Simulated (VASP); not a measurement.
# AlCu (Pm-3m) in VASP: a series of runs, part 2 of 2

VASP 6.6.1.

## 3. Single point, PBEsol

This run uses another cell than the first one, of 14.01 Å³/atom, 1.040 times its volume.

The input, INCAR:

```
PREC     = Accurate       # precision mode
ENCUT    = 520            # plane-wave cutoff, eV
EDIFF    = 1E-6           # SCF threshold, eV
ISMEAR   = 1              # smearing method
SIGMA    = 0.1            # smearing width, eV
LREAL    = False          # projectors in reciprocal space
LASPH    = True           # aspherical terms in the spheres
NELM     = 60             # most SCF steps
ALGO     = Normal         # electronic algorithm
ISIF     = 2              # what is computed and relaxed
LWAVE    = False          # write WAVECAR
LCHARG   = False          # write CHGCAR
GGA      = PS             # functional
NBANDS   = 14             # bands
```

The input, KPOINTS:

```
Automatic mesh
0
Gamma
  10 10 10
```

The input, POSCAR:

```
AlCu
1.0
    3.0369544314      0.0000000000      0.0000000000
    0.0000000000      3.0369544314      0.0000000000
    0.0000000000      0.0000000000      3.0369544314
Al Cu
1 1
Direct
    0.0000000000      0.0000000000      0.0000000000
    0.5000000000      0.5000000000      0.5000000000
```

Potentials or basis: VASP PAW PBE potentials, release 64 (Al, Cu).

Run with:

```
$ cat potpaw_PBE.64/Al/POTCAR potpaw_PBE.64/Cu/POTCAR > POTCAR
$ mpirun -np 1 vasp_std > vasp.out
```

OUTCAR:

```text
PREC = Accurate
   ENCUT = 520
   EDIFF = 1E-6
   ISMEAR = 1
   LREAL = False
   LASPH = True
   NELM = 60
   ISIF = 2
   GGA = PS

 ion  position               nearest neighbor table
   1  0.000  0.000  0.000-   2 2.63   2 2.63   2 2.63   2 2.63   2 2.63   2 2.63   2 2.63   2 2.63

   2  0.500  0.500  0.500-   1 2.63   1 2.63   1 2.63   1 2.63   1 2.63   1 2.63   1 2.63   1 2.63

  LATTYP: Found a simple cubic cell.
 ALAT       =     3.0369544314

  Lattice vectors:

 A1 = (   3.0369544314,   0.0000000000,   0.0000000000)
 A2 = (   0.0000000000,   3.0369544314,   0.0000000000)
 A3 = (   0.0000000000,   0.0000000000,   3.0369544314)

Analysis of symmetry for initial positions (statically):
=====================================================================
 Subroutine PRICEL returns:
 Original cell was already a primitive cell.

 Routine SETGRP: Setting up the symmetry group for a
 simple cubic supercell.

 Subroutine GETGRP returns: Found 48 space group operations
 (whereof 48 operations were pure point group operations)
 out of a pool of 48 trial point group operations.

The static configuration has the point symmetry O_h .

Analysis of symmetry for dynamics (positions and initial velocities):
=====================================================================
 Subroutine PRICEL returns:
 Original cell was already a primitive cell.

 Routine SETGRP: Setting up the symmetry group for a
 simple cubic supercell.

 Subroutine GETGRP returns: Found 48 space group operations
 (whereof 48 operations were pure point group operations)
 out of a pool of 48 trial point group operations.

The dynamic configuration has the point symmetry O_h .

 Subroutine INISYM returns: Found 48 space group operations
 (whereof 48 operations are pure point group operations),
 and found     1 'primitive' translations

----------------------------------------------------------------------------------------

                                     Primitive cell

  volume of cell :      28.0101

  direct lattice vectors                    reciprocal lattice vectors
     3.036954431  0.000000000  0.000000000     0.329277249  0.000000000  0.000000000
     0.000000000  3.036954431  0.000000000     0.000000000  0.329277249  0.000000000
     0.000000000  0.000000000  3.036954431     0.000000000  0.000000000  0.329277249

  length of vectors
     3.036954431  3.036954431  3.036954431     0.329277249  0.329277249  0.329277249

  position of ions in fractional coordinates (direct lattice)
     0.000000000  0.000000000  0.000000000
     0.500000000  0.500000000  0.500000000

  ion indices of the primitive-cell ions
   primitive index   ion index
                 1           1
                 2           2

----------------------------------------------------------------------------------------

 KPOINTS: Automatic mesh

Automatic generation of k-mesh.
 Grid dimensions read from file:
 generate k-points for:   10   10   10

 Generating k-lattice:

  Cartesian coordinates                     Fractional coordinates (reciprocal lattice)
     0.032927725  0.000000000  0.000000000     0.100000000  0.000000000  0.000000000
     0.000000000  0.032927725  0.000000000     0.000000000  0.100000000  0.000000000
[... 42 lines left out ...]
   total plane-waves  NPLWV =  13824
   dimension x,y,z NGX =    24 NGY =   24 NGZ =   24
   dimension x,y,z NGXF=    48 NGYF=   48 NGZF=   48
   ions per type =               1   1
   NGX,Y,Z   is equivalent  to a cutoff of  13.14, 13.14, 13.14 a.u.
   NGXF,Y,Z  is equivalent  to a cutoff of  26.28, 26.28, 26.28 a.u.
 SYSTEM =  unknown system
   PREC   = accura    normal or accurate (medium, high low for compatibility)
   ISTART =      0    job   : 0-new  1-cont  2-samecut
   ICHARG =      2    charge: 1-file 2-atom 10-const
   ISPIN  =      1    spin polarized calculation?
   LNONCOLLINEAR =      F non collinear calculations
   LSORBIT =      F    spin-orbit coupling
   LASPH  =      T    aspherical Exc in radial PAW
   ENCUT  =  520.0 eV  38.22 Ry    6.18 a.u.   5.65  5.65  5.65*2*pi/ulx,y,z
   NELM   =     60;   NELMIN=  2; NELMDL= -5     # of ELM steps
   EDIFF  = 0.1E-05   stopping-criterion for ELM
   LREAL  =      F    real-space projection
   EDIFFG = 0.1E-04   stopping-criterion for IOM
   NSW    =      0    number of steps for IOM
   IBRION =     -1    ionic relax: 0-MD 1-quasi-New 2-CG
   NFREE  =      0    steps in history (QN), initial steepest desc. (CG)
   ISIF   =      2    stress and relaxation
   ISYM   =      2    0-nonsym 1-usesym 2-fastsym
   POTIM  = 0.5000    time-step for ionic-motion
   TEBEG  =    0.0;   TEEND  =   0.0 temperature during run
   PSTRESS=    0.0 pullay stress
   NELECT =      14.0000    total number of electrons
   NUPDOWN=      -1.0000    fix difference up-down
   EMIN   =  10.00;   EMAX   =-10.00  energy-range for DOS
   EFERMI =   0.00;   METHOD = LEGACY
   ISMEAR =     1;   SIGMA  =   0.10  broadening in eV -4-tet -1-fermi 0-gaus
   EFERMI_NEDOS =   21; number of points for ismear=-14 and -15
   IALGO  =     38    algorithm
   IMIX   =      4    mixing-type and parameters
     AMIX     =   0.40;   BMIX     =  1.00
     AMIX_MAG =   1.60;   BMIX_MAG =  1.00
  volume/ion in A,a.u.               =      14.01        94.51
  Fermi-wavevector in a.u.,A,eV,Ry     =   1.299210  2.455150 22.965895  1.687946
  Thomas-Fermi vector in A             =   2.430488
   LORBIT       =      0    0 simple, 1 ext, 2 COOP (PROOUT), +10 PAW based schemes
   GGA     = PS    functional components
   LHFCALC =     F    Hartree Fock is set to
   AEXX    =    0.0000 exact exchange contribution
   IVDW    =     0    specifies the selected vdW correction
   LEPSILON=     F    determine dielectric tensor
   LRPA    =     F    only Hartree local field effects (RPA)
 non-spin polarized calculation
 Methfessel and Paxton  Order N= 1 SIGMA  =   0.10
  energy-cutoff  :      520.00
  volume of cell :       28.01
 maximum number of plane-waves:       772
 NGX is ok and might be reduce to    24
   NGX = 11   NGY = 11   NGZ = 11

 number of electron      13.9999990 magnetization

 Free energy of the ion-electron system (eV)
  ---------------------------------------------------
  ext. energy  EPLUGINS =         0.00000000
  ---------------------------------------------------
  free energy    TOTEN  =        -8.63957933 eV

  energy without entropy =       -8.63915288  energy(sigma->0) =       -8.63943718

 E-fermi :   8.5404     XC(G=0): -11.4262

 val. band max:        8.5267225355   @ k =   0.2000   0.1000   0.0000
 cond. band min:       8.5751815994   @ k =   0.5000   0.4000   0.1000
 fundamental gap:      0.0484590639
 Fermi energy:         8.5404385349

 k-point     1 :       0.0000    0.0000    0.0000
  band No.  band energies     occupation
      1      -2.6808      2.00000
      2       3.8121      2.00000
      3       3.8121      2.00000
      4       4.7573      2.00000
      5       4.7573      2.00000
      6       4.7573      2.00000
      7      12.2195      0.00000
      8      12.2195      0.00000
      9      12.2195      0.00000
     10      14.7447      0.00000
     11      14.7447      0.00000
     12      17.9236      0.00000
     13      26.4755      0.00000
     14      26.4755      0.00000
[... 377 lines left out ...]
      1      -0.9112      2.00000
      2       3.5886      2.00000
      3       4.0020      2.00000
      4       4.4220      2.00000
      5       4.4807      2.00000
      6       4.7103      2.00000
      7       6.8141      2.00000
      8      12.0560      0.00000
      9      12.5989      0.00000
     10      17.0926      0.00000
     11      18.6498      0.00000
     12      19.1951      0.00000
     13      19.6358      0.00000
     14      23.5469      0.00000

 [... further k-points ...]

------------------------ aborting loop because EDIFF is reached ----------------------------------------

  FORCE on cell =-STRESS in cart. coord.  units (eV):
  Direction    XX          YY          ZZ          XY          YZ          ZX
  --------------------------------------------------------------------------------------
  -------------------------------------------------------------------------------------
  Total       -1.2180849     -1.2180849     -1.2180849      0.0000000      0.0000000      0.0000000
  in kB      -69.6744149    -69.6744149    -69.6744149      0.0000000      0.0000000      0.0000000
  external PRESSURE =     -69.6744149 kB  Pullay stress =       0.0000000 kB

 VOLUME and BASIS-vectors are now :
 -----------------------------------------------------------------------------
  energy-cutoff  :      520.00
  volume of cell :       28.01
      direct lattice vectors                 reciprocal lattice vectors
     3.036954431  0.000000000  0.000000000     0.329277249  0.000000000  0.000000000
     0.000000000  3.036954431  0.000000000     0.000000000  0.329277249  0.000000000
     0.000000000  0.000000000  3.036954431     0.000000000  0.000000000  0.329277249

 POSITION                                       TOTAL-FORCE (eV/Angst)
 -----------------------------------------------------------------------------------
      0.00000      0.00000      0.00000         0.000000      0.000000      0.000000
      1.51848      1.51848      1.51848         0.000000      0.000000      0.000000
 -----------------------------------------------------------------------------------
    total drift:                                0.000000      0.000000     -0.000000

  FREE ENERGIE OF THE ION-ELECTRON SYSTEM (eV)
  ---------------------------------------------------
  free  energy   TOTEN  =        -8.6395793280 eV

  energy  without entropy=       -8.6391528826  energy(sigma->0) =       -8.63943718
```

Wall time 10 s (1 thread of Intel Xeon 6975P-C (Granite Rapids), shared host); peak memory 0.14 GiB.

What came out:

| Item | Value |
| --- | --- |
| Free energy | -8.6396 eV |
| Pressure | -7.0 GPa |
| Band gap on the k mesh | zero (band 7 reaches 12.22 eV, above the bottom of band 8 at 7.65 eV) |

Caveat: the PAW data sets were made with another functional, which shifts forces and pressure a little.

## 4. Single point, PBEsol

This run uses another cell than the first one, of 14.54 Å³/atom, 1.080 times its volume.

The input, INCAR:

```
PREC = Accurate ; ENCUT = 520
EDIFF = 1E-6 ; ISMEAR = 1
SIGMA = 0.1 ; LREAL = False
LASPH = True ; NELM = 100
ALGO = Normal ; ISIF = 2
LWAVE = False ; LCHARG = False
GGA = PS ; NBANDS = 14
```

KPOINTS is that of step 3.

The input, POSCAR:

```
AlCu
1.0
    3.0754009740      0.0000000000      0.0000000000
    0.0000000000      3.0754009740      0.0000000000
    0.0000000000      0.0000000000      3.0754009740
Al Cu
1 1
Direct
    0.0000000000      0.0000000000      0.0000000000
    0.5000000000      0.5000000000      0.5000000000
```

Run with:

```
$ cat potpaw_PBE.64/Al/POTCAR potpaw_PBE.64/Cu/POTCAR > POTCAR
$ mpirun -np 1 vasp_std > vasp.out
```

It took 11 s on 1 thread of Intel Xeon 6975P-C (Granite Rapids), shared host; peak memory 0.14 GiB.

The run converged. Its results:

* Free energy: -8.5778 eV
* Pressure: -10.0 GPa
* Band gap on the k mesh: zero (band 7 reaches 11.69 eV, above the bottom of band 8 at 7.22 eV)

Levels at points of the mesh, in eV from the Fermi level:
```tsv
k point	band 5	band 6	band 7	band 8	band 9	band 10
(0.00, 0.00, 0.00)	-3.64	-3.64	3.61	3.61	3.61	6.17
(0.50, 0.00, 0.00)	-4.03	-3.59	-2.99	7.13	7.76	7.76
(0.50, 0.50, 0.00)	-3.45	-3.45	-3.31	-0.86	-0.37	9.39
(0.50, 0.50, 0.50)	-3.29	0.87	0.87	0.87	1.27	2.00
```

Caveat: the PAW data sets were made with another functional, which shifts forces and pressure a little.

## 5. The runs side by side

| cell | gap on the mesh (eV) | pressure (GPa) |
| --- | --- | --- |
| a = 2.998 Å, 2 atoms | none | -3.3 |
| a = 3.037 Å, 2 atoms | none | -7.0 |
| a = 3.075 Å, 2 atoms | none | -10.0 |

Alike in all rows: task single point; level PBEsol; potentials or basis VASP PAW PBE potentials, release 64 (Al, Cu); no spin polarisation; k mesh 10 × 10 × 10; cutoff (eV) 520; smearing methfessel-paxton 0.1 eV.

Caveats: the PAW data sets were made with another functional, which shifts forces and pressure a little.

Absolute energies hang on the potentials; compare differences alone.
